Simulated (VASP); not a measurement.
# ZrTlF6 (Fm-3m) in VASP: further runs

Runs on ZrTlF6. Level: PBE. Tasks: relaxation of the atoms, single point.

Everything below comes from runs of VASP 6.6.1. Logs are shortened: lines on timing, memory, paths and dates and some standing lists are left out, and cuts for length are marked.

### Step 1. The cell of the first run

It takes space group Fm-3m (No. 225, cubic). The conventional cell has a = 8.803 Å, b = 8.803 Å, c = 8.803 Å, α = 90.00°, β = 90.00°, γ = 90.00°. Zr (site symmetry m-3m) has 6 F at 2.00 Å within 2.7 Å. Within 3.2 Å of Tl (site symmetry m-3m) lie 6 F at 2.40 Å. Within 2.7 Å of F (site symmetry 4mm) lie 1 Zr at 2.00 Å and 1 Tl at 2.40 Å.

### Step 2. Relaxation of the atoms, PBE (21.31 Å³/atom)

Input file INCAR:

```
SYSTEM = ZrTlF6
PREC = Accurate
ENCUT = 520
EDIFF = 1E-7
ISMEAR = 0
SIGMA = 0.1
LREAL = .False.
LASPH = .True.
NELM = 80
ALGO = Normal
ISIF = 2
LWAVE = .False.
LCHARG = .False.
GGA = PE
IBRION = 2
NSW = 50
EDIFFG = -0.01
KPAR = 4
```

Input file KPOINTS:

```
regular mesh
0
Gamma
  8 8 8
  0 0 0
```

Input file POSCAR:

```
ZrTlF6
1.0
    0.0000000000      4.4012825489      4.4012825489
    4.4012825489      0.0000000000      4.4012825489
    4.4012825489      4.4012825489      0.0000000000
Zr Tl F
1 1 6
Direct
    0.0000000000      0.0000000000      0.0000000000
    0.5000000000      0.5000000000      0.5000000000
    0.7722941765      0.2277058235      0.2277058235
    0.2277058235      0.7722941765      0.7722941765
    0.2277058235      0.7722941765      0.2277058235
    0.7722941765      0.2277058235      0.7722941765
    0.2277058235      0.2277058235      0.7722941765
    0.7722941765      0.7722941765      0.2277058235
```

Potentials or basis: VASP PAW PBE potentials, release 64 (Zr_sv, Tl_d, F).

Launch:

```bash
$ cat potpaw_PBE.64/Zr_sv/POTCAR potpaw_PBE.64/Tl_d/POTCAR potpaw_PBE.64/F/POTCAR > POTCAR
$ mpirun -np 4 vasp_std > vasp.out
```

OUTCAR:

```text
SYSTEM = ZrTlF6
   PREC = Accurate
   ENCUT = 520
   EDIFF = 1E-7
   ISMEAR = 0
   LREAL = .False.
   LASPH = .True.
   NELM = 80
   ISIF = 2
   GGA = PE
   IBRION = 2
   NSW = 50
   EDIFFG = -0.01

 ion  position               nearest neighbor table
   1  0.000  0.000  0.000-   3 2.00   4 2.00   5 2.00   6 2.00   7 2.00   8 2.00
   2  0.500  0.500  0.500-   3 2.40   4 2.40   5 2.40   6 2.40   7 2.40   8 2.40
   3  0.772  0.228  0.228-   1 2.00   2 2.40
   4  0.228  0.772  0.772-   1 2.00   2 2.40
   5  0.228  0.772  0.228-   1 2.00   2 2.40
   6  0.772  0.228  0.772-   1 2.00   2 2.40
   7  0.228  0.228  0.772-   1 2.00   2 2.40
   8  0.772  0.772  0.228-   1 2.00   2 2.40

  LATTYP: Found a face centered cubic cell.
 ALAT       =     8.8025650978

  Lattice vectors:

 A1 = (   0.0000000000,   4.4012825489,   4.4012825489)
 A2 = (   4.4012825489,   0.0000000000,   4.4012825489)
 A3 = (   4.4012825489,   4.4012825489,   0.0000000000)

Analysis of symmetry for initial positions (statically):
=====================================================================
 Subroutine PRICEL returns:
 Original cell was already a primitive cell.

 Routine SETGRP: Setting up the symmetry group for a
 face centered cubic supercell.

 Subroutine GETGRP returns: Found 48 space group operations
 (whereof 48 operations were pure point group operations)
 out of a pool of 48 trial point group operations.

The static configuration has the point symmetry O_h .

Analysis of symmetry for dynamics (positions and initial velocities):
=====================================================================
 Subroutine PRICEL returns:
 Original cell was already a primitive cell.

 Routine SETGRP: Setting up the symmetry group for a
 face centered cubic supercell.

 Subroutine GETGRP returns: Found 48 space group operations
 (whereof 48 operations were pure point group operations)
 out of a pool of 48 trial point group operations.

The dynamic configuration has the point symmetry O_h .

 Subroutine INISYM returns: Found 48 space group operations
 (whereof 48 operations are pure point group operations),
 and found     1 'primitive' translations

----------------------------------------------------------------------------------------

                                     Primitive cell

  volume of cell :     170.5170

  direct lattice vectors                    reciprocal lattice vectors
     0.000000000  4.401282549  4.401282549    -0.113603250  0.113603250  0.113603250
     4.401282549  0.000000000  4.401282549     0.113603250 -0.113603250  0.113603250
     4.401282549  4.401282549  0.000000000     0.113603250  0.113603250 -0.113603250

  length of vectors
     6.224353472  6.224353472  6.224353472     0.196766600  0.196766600  0.196766600

  position of ions in fractional coordinates (direct lattice)
     0.000000000  0.000000000  0.000000000
     0.500000000  0.500000000  0.500000000
     0.772294176  0.227705824  0.227705824
     0.227705824  0.772294176  0.772294176
     0.227705824  0.772294176  0.227705824
     0.772294176  0.227705824  0.772294176
     0.227705824  0.227705824  0.772294176
     0.772294176  0.772294176  0.227705824

  ion indices of the primitive-cell ions
   primitive index   ion index
                 1           1
                 2           2
                 3           3
                 4           4
                 5           5
                 6           6
                 7           7
                 8           8

----------------------------------------------------------------------------------------

 KPOINTS: regular mesh

Automatic generation of k-mesh.
 Grid dimensions read from file:
 generate k-points for:    8    8    8

 Generating k-lattice:

  Cartesian coordinates                     Fractional coordinates (reciprocal lattice)
    -0.014200406  0.014200406  0.014200406     0.125000000  0.000000000  0.000000000
     0.014200406 -0.014200406  0.014200406     0.000000000  0.125000000  0.000000000
     0.014200406  0.014200406 -0.014200406     0.000000000  0.000000000  0.125000000

  Length of vectors
     0.024595825  0.024595825  0.024595825

  Shift w.r.t. Gamma in fractional coordinates (k-lattice)
     0.000000000  0.000000000  0.000000000

 Subroutine IBZKPT returns following result:
 ===========================================

 Found     29 irreducible k-points:

 Following reciprocal coordinates:
            Coordinates               Weight
  0.000000  0.000000  0.000000      1.000000
  0.125000  0.000000  0.000000      8.000000
  0.250000  0.000000  0.000000      8.000000
  0.375000  0.000000  0.000000      8.000000
  0.500000  0.000000  0.000000      4.000000
  0.125000  0.125000  0.000000      6.000000
[... 16 lines left out ...]
  0.500000  0.250000  0.125000     48.000000
 -0.375000  0.250000  0.125000     24.000000
 [... further k-points ...]
   k-points           NKPTS =     29   k-points in BZ     NKDIM =     29   number of bands    NBANDS=     40
   number of dos      NEDOS =    301   number of ions     NIONS =      8
   total plane-waves  NPLWV = 110592
   dimension x,y,z NGX =    48 NGY =   48 NGZ =   48
   dimension x,y,z NGXF=    96 NGYF=   96 NGZF=   96
   ions per type =               1   1   6
   NGX,Y,Z   is equivalent  to a cutoff of  12.82, 12.82, 12.82 a.u.
   NGXF,Y,Z  is equivalent  to a cutoff of  25.64, 25.64, 25.64 a.u.
 SYSTEM =  ZrTlF6
   PREC   = accura    normal or accurate (medium, high low for compatibility)
   ISTART =      0    job   : 0-new  1-cont  2-samecut
   ICHARG =      2    charge: 1-file 2-atom 10-const
   ISPIN  =      1    spin polarized calculation?
   LNONCOLLINEAR =      F non collinear calculations
   LSORBIT =      F    spin-orbit coupling
   LASPH  =      T    aspherical Exc in radial PAW
   ENCUT  =  520.0 eV  38.22 Ry    6.18 a.u.  11.57 11.57 11.57*2*pi/ulx,y,z
   NELM   =     80;   NELMIN=  2; NELMDL= -5     # of ELM steps
   EDIFF  = 0.1E-06   stopping-criterion for ELM
   LREAL  =      F    real-space projection
   EDIFFG = -.1E-01   stopping-criterion for IOM
   NSW    =     50    number of steps for IOM
   IBRION =      2    ionic relax: 0-MD 1-quasi-New 2-CG
   NFREE  =      1    steps in history (QN), initial steepest desc. (CG)
   ISIF   =      2    stress and relaxation
   ISYM   =      2    0-nonsym 1-usesym 2-fastsym
   POTIM  = 0.5000    time-step for ionic-motion
   TEBEG  =    0.0;   TEEND  =   0.0 temperature during run
   PSTRESS=    0.0 pullay stress
   NELECT =      67.0000    total number of electrons
   NUPDOWN=      -1.0000    fix difference up-down
   EMIN   =  10.00;   EMAX   =-10.00  energy-range for DOS
   EFERMI =   0.00;   METHOD = LEGACY
   ISMEAR =     0;   SIGMA  =   0.10  broadening in eV -4-tet -1-fermi 0-gaus
   EFERMI_NEDOS =   21; number of points for ismear=-14 and -15
   IALGO  =     38    algorithm
   IMIX   =      4    mixing-type and parameters
     AMIX     =   0.40;   BMIX     =  1.00
     AMIX_MAG =   1.60;   BMIX_MAG =  1.00
  volume/ion in A,a.u.               =      21.31       143.84
  Fermi-wavevector in a.u.,A,eV,Ry     =   1.199068  2.265910 19.561971  1.437764
  Thomas-Fermi vector in A             =   2.334941
   LORBIT       =      0    0 simple, 1 ext, 2 COOP (PROOUT), +10 PAW based schemes
   GGA     = PE    functional components
   LHFCALC =     F    Hartree Fock is set to
   AEXX    =    0.0000 exact exchange contribution
   IVDW    =     0    specifies the selected vdW correction
   LEPSILON=     F    determine dielectric tensor
   LRPA    =     F    only Hartree local field effects (RPA)
 conjugate gradient relaxation of ions
 non-spin polarized calculation
 Gauss-broadening in eV      SIGMA  =   0.10
  energy-cutoff  :      520.00
  volume of cell :      170.52
 maximum number of plane-waves:      4621
 NGX is ok and might be reduce to    48
   NGX = 23   NGY = 23   NGZ = 23

--------------------------------------- Ionic step        1  -------------------------------------------

 number of electron      66.9999981 magnetization

 Free energy of the ion-electron system (eV)
  ---------------------------------------------------
  ext. energy  EPLUGINS =         0.00000000
  ---------------------------------------------------
  free energy    TOTEN  =       -45.18609806 eV

  energy without entropy =      -45.16633567  energy(sigma->0) =      -45.17621686

------------------------ aborting loop because EDIFF is reached ----------------------------------------

  FORCE on cell =-STRESS in cart. coord.  units (eV):
  Direction    XX          YY          ZZ          XY          YZ          ZX
  --------------------------------------------------------------------------------------
  -------------------------------------------------------------------------------------
  Total        2.4178304      2.4178304      2.4178304     -0.0000000     -0.0000000      0.0000000
  in kB       22.7179260     22.7179260     22.7179260     -0.0000000     -0.0000000      0.0000000
  external PRESSURE =      22.7179260 kB  Pullay stress =       0.0000000 kB
[... 69 lines left out ...]
  energy  without entropy=      -45.1813098852  energy(sigma->0) =      -45.19120091

--------------------------------------- Ionic step        3  -------------------------------------------

 number of electron      66.9999975 magnetization

 Free energy of the ion-electron system (eV)
  ---------------------------------------------------
  ext. energy  EPLUGINS =         0.00000000
  ---------------------------------------------------
  free energy    TOTEN  =       -45.20207192 eV

  energy without entropy =      -45.18228697  energy(sigma->0) =      -45.19217944

 E-fermi :  -0.5435     XC(G=0):  -7.4103

 val. band max:       -0.5609817218   @ k =   0.2500   0.1250   0.0000
 cond. band min:      -0.5072901772   @ k =   0.3750   0.2500   0.1250
 fundamental gap:      0.0536915446
 Fermi energy:        -0.5434631193

 k-point     1 :       0.0000    0.0000    0.0000
  band No.  band energies     occupation
      1     -49.4768      2.00000
      2     -28.0334      2.00000
      3     -28.0334      2.00000
      4     -28.0334      2.00000
      5     -23.2398      2.00000
      6     -23.1694      2.00000
[... 1021 lines left out ...]
     39       5.7724      0.00000
     40       5.8225      0.00000

 [... further k-points ...]

------------------------ aborting loop because EDIFF is reached ----------------------------------------

  FORCE on cell =-STRESS in cart. coord.  units (eV):
  Direction    XX          YY          ZZ          XY          YZ          ZX
  --------------------------------------------------------------------------------------
  -------------------------------------------------------------------------------------
  Total        1.5681482      1.5681482      1.5681482     -0.0000000      0.0000000      0.0000000
  in kB       14.7343151     14.7343151     14.7343151     -0.0000000      0.0000000      0.0000000
  external PRESSURE =      14.7343151 kB  Pullay stress =       0.0000000 kB
[... 23 lines left out ...]
  FREE ENERGIE OF THE ION-ELECTRON SYSTEM (eV)
  ---------------------------------------------------
  free  energy   TOTEN  =       -45.2020719192 eV

  energy  without entropy=      -45.1822869678  energy(sigma->0) =      -45.19217944

 reached required accuracy - stopping structural energy minimisation
```

Wall time 2.5 min (4 MPI ranks of Intel Xeon Platinum 8375C at 2.90GHz (Ice Lake), shared host); peak memory 0.45 GiB.

What came out:

```
Free energy               : -45.2021 eV
Energy gained by relaxing : 2.0 meV/atom
Ionic steps               : 3
Pressure after relaxing   : 1.5 GPa
Band gap on the k mesh    : zero (an odd number of electrons rules out a gap without spin polarisation)
```

The path:
| step | energy change (eV) | largest force (eV/Å) | pressure (GPa) |
| --- | --- | --- | --- |
| 1 | 0.0000 | 0.3729 | 2.27 |
| 2 | -0.0150 | 0.0904 | 1.29 |
| 3 | -0.0160 | 0.0000 | 1.47 |

Final structure:
```
CELL_PARAMETERS angstrom
0.00000 4.40128 4.40128
4.40128 0.00000 4.40128
4.40128 4.40128 0.00000
ATOMIC_POSITIONS crystal
Zr 0.00000 0.00000 0.00000
Tl 0.50000 0.50000 0.50000
F 0.77066 0.22934 0.22934
F 0.22934 0.77066 0.77066
F 0.22934 0.77066 0.22934
F 0.77066 0.22934 0.77066
F 0.22934 0.22934 0.77066
F 0.77066 0.77066 0.22934
```

Levels at points of the mesh, in eV from the Fermi level:
| k point | band 32 | band 33 | band 34 | band 35 | band 36 | band 37 |
| --- | --- | --- | --- | --- | --- | --- |
| (0.00, 0.00, 0.00) | -3.00 | -3.00 | -0.27 | 4.19 | 4.19 | 4.19 |
| (0.50, 0.00, 0.00) | -3.17 | -3.10 | 0.38 | 4.08 | 4.20 | 4.20 |
| (0.50, 0.50, 0.00) | -3.18 | -3.00 | -0.50 | 4.20 | 4.26 | 4.26 |

Caveat: spin-orbit coupling is left out, which moves the levels of the heavy elements; an odd number of electrons without spin polarisation forces a metal; a magnetic or distorted state may lie lower.

### Step 3. Single point, PBE (21.31 Å³/atom)

Input file INCAR:

```
SYSTEM = ZrTlF6
ALGO = Fast ; EDIFF = 1E-6
ENCUT = 520 ; GGA = PE
ISIF = 2 ; ISMEAR = 0
LASPH = .TRUE. ; LCHARG = .FALSE.
LREAL = .FALSE. ; LWAVE = .FALSE.
NBANDS = 44 ; NELM = 80
PREC = Accurate ; SIGMA = 0.1
```

Input file KPOINTS:

```
k-points
0
G
  8 8 8
  0 0 0
```

Input file POSCAR:

```
ZrTlF6
1.0
    0.0000000000      4.4012825489      4.4012825489
    4.4012825489      0.0000000000      4.4012825489
    4.4012825489      4.4012825489      0.0000000000
Zr Tl F
1 1 6
Direct
    0.0000000000      0.0000000000      0.0000000000
    0.5000000000      0.5000000000      0.5000000000
    0.7709593012      0.2290406988      0.2290406988
    0.2290406988      0.7709593012      0.7709593012
    0.2290406988      0.7709593012      0.2290406988
    0.7709593012      0.2290406988      0.7709593012
    0.2290406988      0.2290406988      0.7709593012
    0.7709593012      0.7709593012      0.2290406988
```

Potentials or basis: VASP PAW PBE potentials, release 64 (Zr_sv, Tl_d, F).

Launch:

```bash
$ cat potpaw_PBE.64/Zr_sv/POTCAR potpaw_PBE.64/Tl_d/POTCAR potpaw_PBE.64/F/POTCAR > POTCAR
$ mpirun -np 1 vasp_std > vasp.out
```

Wall time 8.8 min (1 thread of Oxide Virtual Turin-like, shared host); peak memory 0.4 GiB.

The run converged. Its results:

```
Free energy            : -45.2015 eV
Pressure               : 1.6 GPa
Largest force          : 0.067 eV/Å
Band gap on the k mesh : zero (an odd number of electrons rules out a gap without spin polarisation)
```

Forces on the atoms (eV/Å):
```
Zr   0.000  0.000  0.000
Tl   0.000  0.000  0.000
F    0.067  0.000  0.000
F   -0.067  0.000  0.000
F    0.000  0.067  0.000
F    0.000 -0.067  0.000
F    0.000  0.000  0.067
F    0.000  0.000 -0.067
```

Levels at points of the mesh, in eV from the Fermi level:
| k point | band 30 | band 31 | band 32 | band 33 | band 34 | band 35 | band 36 | band 37 | band 38 | band 39 |
| --- | --- | --- | --- | --- | --- | --- | --- | --- | --- | --- |
| (0.00, 0.00, 0.00) | -3.43 | -2.97 | -2.97 | -2.97 | -0.27 | 4.24 | 4.24 | 4.24 | 5.87 | 7.37 |
| (0.50, 0.00, 0.00) | -3.32 | -3.15 | -3.15 | -3.08 | 0.38 | 4.13 | 4.25 | 4.25 | 5.56 | 6.34 |
| (0.50, 0.50, 0.00) | -3.46 | -3.16 | -3.16 | -2.98 | -0.50 | 4.25 | 4.32 | 4.32 | 6.01 | 6.98 |

Caveat: spin-orbit coupling is left out, which moves the levels of the heavy elements; an odd number of electrons without spin polarisation forces a metal; a magnetic or distorted state may lie lower.

The gap in the log of VASP goes by the Fermi energy; the results here count the filled bands.